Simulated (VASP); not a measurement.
# Ga2SnO2 (P-3m1) in VASP: further runs, part 2 of 3

VASP 6.6.1.

## 3. Single point, PBE

This run uses another cell than the first one, of 18.81 Å³/atom, 1.282 times its volume.

Input file INCAR:

```
ALGO = Normal
EDIFF = 1E-6
ENCUT = 520
GGA = PE
ISIF = 2
ISMEAR = 0
LASPH = True
LCHARG = True
LELF = True
LREAL = False
LVHAR = True
LWAVE = False
NBANDS = 34
NELM = 80
PREC = Accurate
SIGMA = 0.1
```

Input file KPOINTS:

```
k-points
0
Gamma
  6 6 4
```

Input file POSCAR:

```
Ga2SnO2
1.0
    3.8346848858      0.0000000028      0.0000000000
   -1.9173424453      3.3209345252      0.0000000000
    0.0000000000      0.0000000000      7.3858735480
Ga Sn O
2 1 2
Direct
    0.3333333333      0.6666666667      0.4131076394
    0.6666666667      0.3333333333      0.5868923606
    0.0000000000      0.0000000000      0.0000000000
    0.3333333333      0.6666666667      0.1655059382
    0.6666666667      0.3333333333      0.8344940618
```

Potentials or basis: VASP PAW PBE potentials, release 64 (Ga_d, Sn_d, O).

Launch:

```console
$ cat potpaw_PBE.64/Ga_d/POTCAR potpaw_PBE.64/Sn_d/POTCAR potpaw_PBE.64/O/POTCAR > POTCAR
$ mpirun -np 1 vasp_std > vasp.out
```

OUTCAR:

```text
EDIFF = 1E-6
   ENCUT = 520
   GGA = PE
   ISIF = 2
   ISMEAR = 0
   LASPH = True
   LREAL = False
   NELM = 80
   PREC = Accurate

 ion  position               nearest neighbor table
   1  0.333  0.667  0.413-   4 1.83   2 2.56   2 2.56   2 2.56
   2  0.667  0.333  0.587-   5 1.83   1 2.56   1 2.56   1 2.56
   3  0.000  0.000  0.000-   4 2.53   5 2.53   4 2.53   5 2.53   5 2.53   4 2.53
   4  0.333  0.667  0.166-   1 1.83   3 2.53   3 2.53   3 2.53
   5  0.667  0.333  0.834-   2 1.83   3 2.53   3 2.53   3 2.53

  LATTYP: Found a hexagonal cell.
 ALAT       =     3.8346848858
 C/A-ratio  =     1.9260705294

  Lattice vectors:

 A1 = (   3.8346848858,   0.0000000028,   0.0000000000)
 A2 = (  -1.9173424453,   3.3209345252,   0.0000000000)
 A3 = (   0.0000000000,   0.0000000000,   7.3858735480)

Analysis of symmetry for initial positions (statically):
=====================================================================
 Subroutine PRICEL returns:
 Original cell was already a primitive cell.

 Routine SETGRP: Setting up the symmetry group for a
 hexagonal supercell.

 Subroutine GETGRP returns: Found 12 space group operations
 (whereof 12 operations were pure point group operations)
 out of a pool of 24 trial point group operations.

The static configuration has the point symmetry D_3d.

Analysis of symmetry for dynamics (positions and initial velocities):
=====================================================================
 Subroutine PRICEL returns:
 Original cell was already a primitive cell.

 Routine SETGRP: Setting up the symmetry group for a
 hexagonal supercell.

 Subroutine GETGRP returns: Found 12 space group operations
 (whereof 12 operations were pure point group operations)
[... 123 lines left out ...]
   EFERMI_NEDOS =   21; number of points for ismear=-14 and -15
   IALGO  =     38    algorithm
   IMIX   =      4    mixing-type and parameters
     AMIX     =   0.40;   BMIX     =  1.00
     AMIX_MAG =   1.60;   BMIX_MAG =  1.00
  volume/ion in A,a.u.               =      18.81       126.95
  Fermi-wavevector in a.u.,A,eV,Ry     =   1.343627  2.539086 24.563046  1.805333
  Thomas-Fermi vector in A             =   2.471686
   LORBIT       =      0    0 simple, 1 ext, 2 COOP (PROOUT), +10 PAW based schemes
   GGA     = PE    functional components
   LHFCALC =     F    Hartree Fock is set to
   AEXX    =    0.0000 exact exchange contribution
   IVDW    =     0    specifies the selected vdW correction
   LEPSILON=     F    determine dielectric tensor
   LRPA    =     F    only Hartree local field effects (RPA)
 non-spin polarized calculation
 Gauss-broadening in eV      SIGMA  =   0.10
  energy-cutoff  :      520.00
  volume of cell :       94.06
 maximum number of plane-waves:      2556
 NGX is ok and might be reduce to    30
   NGX = 15   NGY = 15   NGZ = 27

 number of electron      51.9999983 magnetization

 Free energy of the ion-electron system (eV)
  ---------------------------------------------------
  ext. energy  EPLUGINS =         0.00000000
  ---------------------------------------------------
  free energy    TOTEN  =       -23.66751490 eV

  energy without entropy =      -23.65183249  energy(sigma->0) =      -23.65967369

 E-fermi :   4.4670     XC(G=0):  -9.7185

 val. band max:        4.3833538665   @ k =   0.3333   0.1667   0.5000
 cond. band min:       4.4767585185   @ k =  -0.1667   0.5000   0.2500
 fundamental gap:      0.0934046519
 Fermi energy:         4.4669893160

 k-point     1 :       0.0000    0.0000    0.0000
  band No.  band energies     occupation
      1     -16.9765      2.00000
      2     -16.9227      2.00000
      3     -16.9227      2.00000
      4     -16.9121      2.00000
      5     -16.9121      2.00000
      6     -14.3480      2.00000
[... 877 lines left out ...]
     33       9.7672      0.00000
     34      13.5469      0.00000

------------------------ aborting loop because EDIFF is reached ----------------------------------------

  FORCE on cell =-STRESS in cart. coord.  units (eV):
  Direction    XX          YY          ZZ          XY          YZ          ZX
  --------------------------------------------------------------------------------------
  -------------------------------------------------------------------------------------
  Total       -0.0420340     -0.0420340      0.2320448     -0.0000000      0.0000000      0.0000000
  in kB       -0.7160108     -0.7160108      3.9526702     -0.0000000      0.0000000      0.0000000
  external PRESSURE =       0.8402162 kB  Pullay stress =       0.0000000 kB

 VOLUME and BASIS-vectors are now :
 -----------------------------------------------------------------------------
  energy-cutoff  :      520.00
  volume of cell :       94.06
      direct lattice vectors                 reciprocal lattice vectors
     3.834684886  0.000000003  0.000000000     0.260777620  0.150560030  0.000000000
    -1.917342445  3.320934525  0.000000000    -0.000000000  0.301120059  0.000000000
     0.000000000  0.000000000  7.385873548     0.000000000  0.000000000  0.135393599

 POSITION                                       TOTAL-FORCE (eV/Angst)
 -----------------------------------------------------------------------------------
     -0.00000      2.21396      3.05116        -0.000000     -0.000000      0.043584
      1.91734      1.10698      4.33471         0.000000      0.000000     -0.043584
      0.00000      0.00000      0.00000        -0.000000      0.000000     -0.000000
     -0.00000      2.21396      1.22241         0.000000     -0.000000     -0.046358
      1.91734      1.10698      6.16347        -0.000000      0.000000      0.046358
 -----------------------------------------------------------------------------------
    total drift:                               -0.000000      0.000000     -0.000000

  FREE ENERGIE OF THE ION-ELECTRON SYSTEM (eV)
  ---------------------------------------------------
  free  energy   TOTEN  =       -23.6675149021 eV

  energy  without entropy=      -23.6518324852  energy(sigma->0) =      -23.65967369
```

stdout:

```text
POSCAR found type information on POSCAR GaSnO
 POSCAR found :  3 types and       5 ions
 scaLAPACK will be used
 LDA part: xc-table for (Slater+PW92), standard interpolation
 POSCAR, INCAR and KPOINTS ok, starting setup
 FFT: planning ... GRIDC
 FFT: planning ... GRID_SOFT
 FFT: planning ... GRID
 WAVECAR not read
 entering main loop
```

It took 58 s on 1 thread of Intel Xeon 6975P-C (Granite Rapids), shared host; peak memory 0.25 GiB.

Results:

| Quantity | Value |
| --- | --- |
| Free energy | -23.6675 eV |
| Pressure | 0.1 GPa |
| Largest force | 0.046 eV/Å |
| Band gap on the k mesh | zero (band 26 reaches 5.66 eV, above the bottom of band 27 at 4.13 eV) |

Forces on the atoms (eV/Å):
```
Ga   0.000  0.000  0.044
Ga   0.000  0.000 -0.044
Sn   0.000  0.000  0.000
O    0.000  0.000 -0.046
O    0.000  0.000  0.046
```

Levels at points of the mesh, in eV from the Fermi level:
| k point | band 23 | band 24 | band 25 | band 26 | band 27 | band 28 | band 29 | band 30 |
| --- | --- | --- | --- | --- | --- | --- | --- | --- |
| (0.00, 0.00, 0.00) | -3.15 | -3.15 | -1.99 | 0.27 | 3.40 | 3.40 | 3.57 | 5.15 |
| (0.50, 0.00, 0.00) | -3.21 | -3.05 | -2.97 | -0.66 | 1.23 | 1.84 | 3.43 | 4.12 |
| (0.00, 0.00, 0.50) | -3.24 | -3.09 | -3.09 | 1.19 | 2.56 | 3.30 | 3.30 | 5.34 |
| (0.50, 0.00, 0.50) | -3.47 | -3.29 | -3.14 | -0.54 | 1.40 | 1.77 | 3.29 | 3.89 |

Caveat: spin-orbit coupling is left out, which moves the levels of the heavy elements.

(Part 2 of 3 ends here.)
